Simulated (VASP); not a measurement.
# Zn (P6_3/mmc) in VASP: notebook

The runs below take Zn through single point, with PBEsol.

Everything below comes from runs of VASP 6.6.1. Logs are shortened: lines on timing, memory, paths and dates and some standing lists are left out, and cuts for length are marked.

**1. The cell of the first run**

It takes space group P6_3/mmc (No. 194, hexagonal). The conventional cell has a = 2.625 Å, b = 2.625 Å, c = 5.021 Å, α = 90.00°, β = 90.00°, γ = 120.00°. Within 3.5 Å of Zn (site symmetry -6m2) lie 12 Zn at 2.62 to 2.93 Å.

**2. Single point, PBEsol (strain -0.015 along x and y, +0.015 along z)**

INCAR reads:

```
ALGO = Fast ; EDIFF = 1E-6
ENCUT = 520 ; GGA = PS
ISIF = 2 ; ISMEAR = 0
LASPH = True ; LCHARG = False
LREAL = False ; LWAVE = False
NBANDS = 19 ; NELM = 60
PREC = Accurate ; SIGMA = 0.15
```

KPOINTS reads:

```
k-points
0
Gamma
  24 24 10
```

POSCAR reads:

```
Zn
1.0
    2.6248260824      0.0000000000      0.0000000000
   -1.3124130412      2.2731660679      0.0000000000
    0.0000000000      0.0000000000      5.0209005000
Zn
2
Direct
    0.3333333333      0.6666666667      0.2500000000
    0.6666666667      0.3333333333      0.7500000000
```

Potentials or basis: VASP PAW PBE potentials, release 64 (Zn).

Command:

```console
$ cat potpaw_PBE.64/Zn/POTCAR > POTCAR
$ mpirun -np 1 vasp_std > vasp.out
```

OUTCAR:

```text
EDIFF = 1E-6
   ENCUT = 520
   GGA = PS
   ISIF = 2
   ISMEAR = 0
   LASPH = True
   LREAL = False
   NELM = 60
   PREC = Accurate

 ion  position               nearest neighbor table
   1  0.333  0.667  0.250-   2 2.93   2 2.93   2 2.93   2 2.93   2 2.93   2 2.93
   2  0.667  0.333  0.750-   1 2.93   1 2.93   1 2.93   1 2.93   1 2.93   1 2.93

  LATTYP: Found a hexagonal cell.
 ALAT       =     2.6248260824
 C/A-ratio  =     1.9128507346

  Lattice vectors:

 A1 = (   2.6248260824,   0.0000000000,   0.0000000000)
 A2 = (  -1.3124130412,   2.2731660679,   0.0000000000)
 A3 = (   0.0000000000,   0.0000000000,   5.0209005000)

Analysis of symmetry for initial positions (statically):
=====================================================================
 Subroutine PRICEL returns:
 Original cell was already a primitive cell.

 Routine SETGRP: Setting up the symmetry group for a
 hexagonal supercell.

 Subroutine GETGRP returns: Found 24 space group operations
 (whereof 12 operations were pure point group operations)
 out of a pool of 24 trial point group operations.

The static configuration has the point symmetry D_3d.
 The point group associated with its full space group is D_6h.

Analysis of symmetry for dynamics (positions and initial velocities):
=====================================================================
 Subroutine PRICEL returns:
 Original cell was already a primitive cell.

 Routine SETGRP: Setting up the symmetry group for a
 hexagonal supercell.

 Subroutine GETGRP returns: Found 24 space group operations
 (whereof 12 operations were pure point group operations)
 out of a pool of 24 trial point group operations.

The dynamic configuration has the point symmetry D_3d.
 The point group associated with its full space group is D_6h.

 Subroutine INISYM returns: Found 24 space group operations
 (whereof 12 operations are pure point group operations),
 and found     1 'primitive' translations

----------------------------------------------------------------------------------------

                                     Primitive cell

  volume of cell :      29.9580

  direct lattice vectors                    reciprocal lattice vectors
     2.624826082  0.000000000  0.000000000     0.380977622  0.219957533  0.000000000
    -1.312413041  2.273166068  0.000000000     0.000000000  0.439915066  0.000000000
     0.000000000  0.000000000  5.020900500     0.000000000  0.000000000  0.199167460

  length of vectors
     2.624826082  2.624826082  5.020900500     0.439915066  0.439915066  0.199167460

  position of ions in fractional coordinates (direct lattice)
     0.333333333  0.666666667  0.250000000
     0.666666667  0.333333333  0.750000000

  ion indices of the primitive-cell ions
   primitive index   ion index
                 1           1
                 2           2

----------------------------------------------------------------------------------------

 KPOINTS: k-points

Automatic generation of k-mesh.
 Grid dimensions read from file:
 generate k-points for:   24   24   10

 Generating k-lattice:

  Cartesian coordinates                     Fractional coordinates (reciprocal lattice)
     0.015874068  0.009164897  0.000000000     0.041666667 -0.000000000  0.000000000
     0.000000000  0.018329794  0.000000000     0.000000000  0.041666667  0.000000000
     0.000000000  0.000000000  0.019916746     0.000000000  0.000000000  0.100000000

  Length of vectors
     0.018329794  0.018329794  0.019916746

  Shift w.r.t. Gamma in fractional coordinates (k-lattice)
     0.000000000  0.000000000  0.000000000

 Subroutine IBZKPT returns following result:
 ===========================================

 Found    366 irreducible k-points:

 Following reciprocal coordinates:
            Coordinates               Weight
  0.000000  0.000000  0.000000      1.000000
  0.041667  0.000000  0.000000      6.000000
  0.083333 -0.000000  0.000000      6.000000
  0.125000  0.000000  0.000000      6.000000
  0.166667  0.000000  0.000000      6.000000
  0.208333 -0.000000  0.000000      6.000000
[... 16 lines left out ...]
  0.416667  0.041667  0.000000     12.000000
  0.458333  0.041667  0.000000     12.000000
 [... further k-points ...]
   k-points           NKPTS =    366   k-points in BZ     NKDIM =    366   number of bands    NBANDS=     19
   number of dos      NEDOS =    301   number of ions     NIONS =      2
   total plane-waves  NPLWV =  16000
   dimension x,y,z NGX =    20 NGY =   20 NGZ =   40
   dimension x,y,z NGXF=    40 NGYF=   40 NGZF=   80
   ions per type =               2
   NGX,Y,Z   is equivalent  to a cutoff of  12.67, 12.67, 13.24 a.u.
   NGXF,Y,Z  is equivalent  to a cutoff of  25.33, 25.33, 26.49 a.u.
 SYSTEM =  unknown system
   PREC   = accura    normal or accurate (medium, high low for compatibility)
   ISTART =      0    job   : 0-new  1-cont  2-samecut
   ICHARG =      2    charge: 1-file 2-atom 10-const
   ISPIN  =      1    spin polarized calculation?
   LNONCOLLINEAR =      F non collinear calculations
   LSORBIT =      F    spin-orbit coupling
   LASPH  =      T    aspherical Exc in radial PAW
   ENCUT  =  520.0 eV  38.22 Ry    6.18 a.u.   4.88  4.88  9.34*2*pi/ulx,y,z
   NELM   =     60;   NELMIN=  2; NELMDL= -5     # of ELM steps
   EDIFF  = 0.1E-05   stopping-criterion for ELM
   LREAL  =      F    real-space projection
   EDIFFG = 0.1E-04   stopping-criterion for IOM
   NSW    =      0    number of steps for IOM
   IBRION =     -1    ionic relax: 0-MD 1-quasi-New 2-CG
   NFREE  =      0    steps in history (QN), initial steepest desc. (CG)
   ISIF   =      2    stress and relaxation
   ISYM   =      2    0-nonsym 1-usesym 2-fastsym
   POTIM  = 0.5000    time-step for ionic-motion
   TEBEG  =    0.0;   TEEND  =   0.0 temperature during run
   PSTRESS=    0.0 pullay stress
   NELECT =      24.0000    total number of electrons
   NUPDOWN=      -1.0000    fix difference up-down
   EMIN   =  10.00;   EMAX   =-10.00  energy-range for DOS
   EFERMI =   0.00;   METHOD = LEGACY
   ISMEAR =     0;   SIGMA  =   0.15  broadening in eV -4-tet -1-fermi 0-gaus
   EFERMI_NEDOS =   21; number of points for ismear=-14 and -15
   IALGO  =     68    algorithm
   IMIX   =      4    mixing-type and parameters
     AMIX     =   0.40;   BMIX     =  1.00
     AMIX_MAG =   1.60;   BMIX_MAG =  1.00
  volume/ion in A,a.u.               =      14.98       101.08
  Fermi-wavevector in a.u.,A,eV,Ry     =   1.520457  2.873247 31.453805  2.311789
  Thomas-Fermi vector in A             =   2.629305
   LORBIT       =      0    0 simple, 1 ext, 2 COOP (PROOUT), +10 PAW based schemes
   GGA     = PS    functional components
   LHFCALC =     F    Hartree Fock is set to
   AEXX    =    0.0000 exact exchange contribution
   IVDW    =     0    specifies the selected vdW correction
   LEPSILON=     F    determine dielectric tensor
   LRPA    =     F    only Hartree local field effects (RPA)
 non-spin polarized calculation
 RMM-DIIS sequential band-by-band and
 Gauss-broadening in eV      SIGMA  =   0.15
  energy-cutoff  :      520.00
  volume of cell :       29.96
 maximum number of plane-waves:       828
 NGX is ok and might be reduce to    20
   NGX =  9   NGY =  9   NGZ = 19

 number of electron      24.0000033 magnetization

 Free energy of the ion-electron system (eV)
  ---------------------------------------------------
  ext. energy  EPLUGINS =         0.00000000
  ---------------------------------------------------
  free energy    TOTEN  =        -3.15934282 eV

  energy without entropy =       -3.15580880  energy(sigma->0) =       -3.15757581

 E-fermi :   2.9566     XC(G=0): -11.7736

 val. band max:        2.9391514183   @ k =   0.2917   0.0417   0.0000
 cond. band min:       2.9648634143   @ k =   0.2917   0.2917   0.4000
 fundamental gap:      0.0257119960
 Fermi energy:         2.9566353884

 k-point     1 :       0.0000    0.0000    0.0000
  band No.  band energies     occupation
      1      -7.5027      2.00000
      2      -5.6878      2.00000
      3      -4.9378      2.00000
      4      -4.6645      2.00000
      5      -4.6645      2.00000
      6      -4.6198      2.00000
[... 11 lines left out ...]
     18      22.8150      0.00000
     19      22.8592      0.00000

 k-point     2 :       0.0417    0.0000    0.0000
  band No.  band energies     occupation
      1      -7.4493      2.00000
      2      -5.6622      2.00000
      3      -4.9311      2.00000
      4      -4.6710      2.00000
      5      -4.6514      2.00000
      6      -4.6263      2.00000
[... 11 lines left out ...]
     18      21.9938      0.00000
     19      23.4654      0.00000

 k-point     3 :       0.0833   -0.0000    0.0000
  band No.  band energies     occupation
      1      -7.2900      2.00000
      2      -5.5889      2.00000
      3      -4.9127      2.00000
      4      -4.6882      2.00000
      5      -4.6434      2.00000
      6      -4.6127      2.00000
[... 11 lines left out ...]
     18      21.3844      0.00000
     19      23.4389      0.00000

 k-point     4 :       0.1250    0.0000    0.0000
  band No.  band energies     occupation
      1      -7.0287      2.00000
      2      -5.4797      2.00000
      3      -4.8889      2.00000
      4      -4.7111      2.00000
      5      -4.6593      2.00000
      6      -4.5505      2.00000
[... 407 lines left out ...]
     18      18.6119      0.00000
     19      18.8195      0.00000

 k-point    23 :       0.4167    0.0417    0.0000
  band No.  band energies     occupation
      1      -5.4209      2.00000
      2      -5.3413      2.00000
      3      -5.1425      2.00000
      4      -4.6825      2.00000
      5      -4.5134      2.00000
      6      -4.4681      2.00000
[... 11 lines left out ...]
     18      18.3593      0.00000
     19      18.6749      0.00000

 k-point    24 :       0.4583    0.0417    0.0000
  band No.  band energies     occupation
      1      -5.4358      2.00000
      2      -5.3536      2.00000
      3      -5.1628      2.00000
      4      -4.6982      2.00000
      5      -4.4919      2.00000
      6      -4.4761      2.00000
[... 11 lines left out ...]
     18      18.2294      0.00000
     19      18.6042      0.00000

 [... further k-points ...]

------------------------ aborting loop because EDIFF is reached ----------------------------------------

  FORCE on cell =-STRESS in cart. coord.  units (eV):
  Direction    XX          YY          ZZ          XY          YZ          ZX
  --------------------------------------------------------------------------------------
  -------------------------------------------------------------------------------------
  Total       -0.5790188     -0.5790188     -0.5099160      0.0000000      0.0000000      0.0000000
  in kB      -30.9663461    -30.9663461    -27.2706771      0.0000000      0.0000000      0.0000000
  external PRESSURE =     -29.7344564 kB  Pullay stress =       0.0000000 kB

 VOLUME and BASIS-vectors are now :
 -----------------------------------------------------------------------------
  energy-cutoff  :      520.00
  volume of cell :       29.96
      direct lattice vectors                 reciprocal lattice vectors
     2.624826082  0.000000000  0.000000000     0.380977622  0.219957533  0.000000000
    -1.312413041  2.273166068  0.000000000     0.000000000  0.439915066  0.000000000
     0.000000000  0.000000000  5.020900500     0.000000000  0.000000000  0.199167460

 POSITION                                       TOTAL-FORCE (eV/Angst)
 -----------------------------------------------------------------------------------
     -0.00000      1.51544      1.25523        -0.000000      0.000000      0.000000
      1.31241      0.75772      3.76568         0.000000     -0.000000      0.000000
 -----------------------------------------------------------------------------------
    total drift:                               -0.000000      0.000000      0.000000

  FREE ENERGIE OF THE ION-ELECTRON SYSTEM (eV)
  ---------------------------------------------------
  free  energy   TOTEN  =        -3.1593428248 eV

  energy  without entropy=       -3.1558087964  energy(sigma->0) =       -3.15757581
```

Run time: 68 s. Hardware: 1 thread of Intel Xeon 6975P-C (Granite Rapids), shared host; peak memory 0.27 GiB.

Results:

```yaml
Free_energy: -3.1593 eV
Pressure: -3.0 GPa
Band_gap_on_the_k_mesh: zero (bands 12 and 13 overlap by 4.89 eV)
```

Stress tensor (GPa, compression positive):
```
-3.10  0.00  0.00
 0.00 -3.10  0.00
 0.00  0.00 -2.73
```

Levels at points of the mesh, in eV from the Fermi level:
```
           k point  band 9  band 10  band 11  band 12  band 13  band 14  band 15  band 16
(0.00, 0.00, 0.00)   -7.19    -7.00    -7.00    -3.77    -3.27    12.84    16.65    18.32
(0.50, 0.00, 0.00)   -6.79    -6.78    -2.71    -1.95     2.55     3.65     4.11     5.78
(0.00, 0.00, 0.50)   -7.08    -7.08    -7.08    -7.08     4.15     4.15    19.56    19.56
(0.50, 0.00, 0.50)   -6.78    -6.78    -1.79    -1.79     0.35     0.35     9.92     9.92
```

Caveat: the cell differs from its parent crystal (strain -0.015 along x and y, +0.015 along z); the PAW data sets were made with another functional, which shifts forces and pressure a little.

**3. Single point, PBEsol (strain -0.015 along x and y, +0.030 along z)**

INCAR reads:

```
ALGO = Fast
EDIFF = 1E-7
ENCUT = 520
GGA = PS
ISIF = 2
ISMEAR = 0
LASPH = T
LCHARG = F
LREAL = F
LWAVE = F
NBANDS = 19
NELM = 100
PREC = Accurate
SIGMA = 0.15
```

KPOINTS is that of step 2.

Changes to POSCAR since step 2:

```diff
@@ -4,3 +4,3 @@
    -1.3124130412      2.2731660679      0.0000000000
-    0.0000000000      0.0000000000      5.0209005000
+    0.0000000000      0.0000000000      5.0951010000
 Zn
```

Potentials or basis: VASP PAW PBE potentials, release 64 (Zn).

Command:

```console
$ cat potpaw_PBE.64/Zn/POTCAR > POTCAR
$ mpirun -np 1 vasp_std > vasp.out
```

It took 81 s on 1 thread of Intel Xeon 6975P-C (Granite Rapids), shared host; peak memory 0.27 GiB.

It converged, with:

```
Free energy            : -3.1494 eV
Pressure               : -4.0 GPa
Band gap on the k mesh : zero (bands 12 and 13 overlap by 5.06 eV)
```

Stress tensor (GPa, compression positive):
```
-3.89  0.00  0.00
 0.00 -3.89  0.00
 0.00  0.00 -4.16
```

Levels at points of the mesh, in eV from the Fermi level:
```tsv
k point	band 10	band 11	band 12	band 13	band 14	band 15
(0.00, 0.00, 0.00)	-6.97	-6.97	-3.74	-3.43	12.26	16.11
(0.50, 0.00, 0.00)	-6.74	-2.60	-1.85	2.44	3.66	3.97
(0.00, 0.00, 0.50)	-7.05	-7.05	-7.05	3.87	3.87	19.64
(0.50, 0.00, 0.50)	-6.74	-1.71	-1.71	0.39	0.39	9.67
```

Caveat: the cell differs from its parent crystal (strain -0.015 along x and y, +0.030 along z); the cell stands under tension; the PAW data sets were made with another functional, which shifts forces and pressure a little.

The gap in the log of VASP goes by the Fermi energy; the results here count the filled bands.